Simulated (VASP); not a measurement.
**Al5GaAs6: relaxation of cell and atoms with PBE**

Al5GaAs6:

```
Al Ga As
1.0
     4.07346    0.00000    0.00000
     0.00000    4.07346    0.00000
     0.00000    0.00000   17.00152
Al Ga As
5 1 6
Direct
  0.00000 0.00000 0.66691
  0.50000 0.50000 0.83343
  0.00000 0.00000 0.00000
  0.50000 0.50000 0.16657
  0.00000 0.00000 0.33309
  0.50000 0.50000 0.50000
  0.50000 0.00000 0.91674
  0.00000 0.50000 0.08326
  0.50000 0.00000 0.24985
  0.00000 0.50000 0.41592
  0.50000 0.00000 0.58408
  0.00000 0.50000 0.75015
```

| Item | Value |
| --- | --- |
| Program | VASP 6.6.1 |
| Task | relaxation of cell and atoms |
| Functional | PBE |
| Potentials or basis | VASP PAW PBE potentials, release 64 (Al, Ga_d, As) |
| Cutoff | 600 eV |
| k mesh | 8 × 8 × 2 |
| Occupations | gaussian, width 0.02 eV |
| Spin | no spin polarisation |
| Dipole correction | no |
| Further INCAR settings | ALGO = Normal; EDIFF = 1e-06; IBRION = 2; EDIFFG = -0.01; NSW = 100; ISIF = 3 |

| Quantity | Value |
| --- | --- |
| Relaxed volume | 23.58 Å³/atom |
| Relaxed cell | a = 4.057 Å, b = 4.057 Å, c = 17.195 Å, α = 90.00°, β = 90.00°, γ = 90.00° |
| Space group after relaxing (to 0.1 Å) | P-4m2 (No. 115) |
| Energy gained by relaxing | 0.7 meV/atom |
| Ionic steps | 6 |
| Pressure after relaxing | 0.0 GPa |
| Band gap on the k mesh | 1.39 eV |

Forces on the atoms (eV/Å):
```
Al   0.000  0.000 -0.001
Al   0.000  0.000  0.001
Al   0.000  0.000  0.000
Al   0.000  0.000 -0.001
Al   0.000  0.000  0.001
Ga   0.000  0.000  0.000
As   0.000  0.000  0.001
As   0.000  0.000 -0.001
As   0.000  0.000  0.000
As   0.000  0.000  0.002
As   0.000  0.000 -0.002
As   0.000  0.000  0.000
```

Step by step:
```csv
step,energy change (eV),largest force (eV/Å),pressure (GPa),volume (Å³)
1,0.0000,0.0115,0.22,282.11
2,-0.0052,0.0057,-0.08,283.40
3,-0.0061,0.0059,-0.30,284.37
4,-0.0082,0.0052,-0.03,283.19
5,-0.0082,0.0051,-0.05,283.26
6,-0.0083,0.0022,0.02,283.00
```

Final structure:
```
Al Ga As
1.0
     4.05684    0.00000    0.00000
     0.00000    4.05684    0.00000
     0.00000    0.00000   17.19532
Al Ga As
5 1 6
Direct
  0.00000 0.00000 0.66693
  0.50000 0.50000 0.83346
  0.00000 0.00000 0.00000
  0.50000 0.50000 0.16654
  0.00000 0.00000 0.33307
  0.50000 0.50000 0.50000
  0.50000 0.00000 0.91673
  0.00000 0.50000 0.08327
  0.50000 0.00000 0.24981
  0.00000 0.50000 0.41600
  0.50000 0.00000 0.58400
  0.00000 0.50000 0.75019
```

Levels at points of the mesh, in eV from the valence-band top:
| k point | band 25 | band 26 | band 27 | band 28 | band 29 | band 30 | band 31 | band 32 | band 33 | band 34 |
| --- | --- | --- | --- | --- | --- | --- | --- | --- | --- | --- |
| (0.00, 0.00, 0.00) | -0.75 | -0.75 | -0.01 | 0.00 | 0.00 | 1.39 | 1.49 | 1.90 | 2.04 | 2.19 |
| (0.50, 0.00, 0.00) | -0.95 | -0.91 | -0.91 | -0.87 | -0.76 | 1.92 | 2.41 | 2.42 | 2.49 | 3.20 |
| (0.50, 0.50, 0.00) | -2.65 | -2.17 | -2.17 | -2.17 | -2.16 | 1.49 | 1.49 | 1.98 | 2.33 | 3.09 |
| (0.00, 0.00, 0.50) | -0.77 | -0.32 | -0.32 | -0.18 | -0.18 | 1.51 | 1.69 | 1.99 | 2.37 | 2.47 |
| (0.50, 0.00, 0.50) | -0.91 | -0.87 | -0.86 | -0.83 | -0.76 | 1.58 | 1.96 | 2.87 | 3.08 | 3.09 |
| (0.50, 0.50, 0.50) | -2.39 | -2.35 | -2.35 | -2.35 | -2.35 | 1.91 | 1.91 | 2.06 | 2.06 | 2.34 |

Wall time 31 min on 1 thread of Oxide Virtual Turin-like Processor, on a shared host, peak memory 0.66 GiB.

A k mesh can miss the band edges.
